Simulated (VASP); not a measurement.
Here is a VASP 6.6.1 calculation.

INCAR

```
SYSTEM = AlNi
PREC = Accurate ; ENCUT = 600
EDIFF = 1E-6 ; ISMEAR = 0
SIGMA = 0.2 ; LREAL = .False.
LASPH = .True. ; NELM = 60
ALGO = Fast ; ISIF = 3
LWAVE = .False. ; LCHARG = .False.
GGA = PE ; IBRION = 2
NSW = 80 ; EDIFFG = -0.025
```

KPOINTS

```
Automatic mesh
0
Gamma
  8 8 4
  0 0 0
```

Contents of POSCAR:

```
AlNi
1.0
    0.0433003528     -0.0087221876     -2.9010067978
   -0.0129953698     -2.9150408782     -0.0087349130
   -5.9629745395     -0.0259907395      0.0867270538
Al Ni
2 2
Direct
   -0.0309440492      0.0912890284      1.0601588684
    0.0138206467      0.0559776707      0.4657303439
    0.4788888147      0.3942632374      0.7571575069
    0.5382345878      0.4584700635      0.2169532808
```

Potentials or basis: VASP PAW PBE potentials, release 64 (Al, Ni).

The run is started by

```bash
$ cat potpaw_PBE.64/Al/POTCAR potpaw_PBE.64/Ni/POTCAR > POTCAR
$ mpirun -np 1 vasp_std > vasp.out
```

(1) Predict the relaxed cell.

(2) What does it give for the relaxed volume?

(3) What does it give for the space group after relaxing (to 0.1 Å)?

Results:

(1) a = 2.894 Å, b = 2.886 Å, c = 5.802 Å, α = 90.02°, β = 89.97°, γ = 89.96°.

(2) 12.11 Å³/atom.

(3) Pm-3m (No. 221).
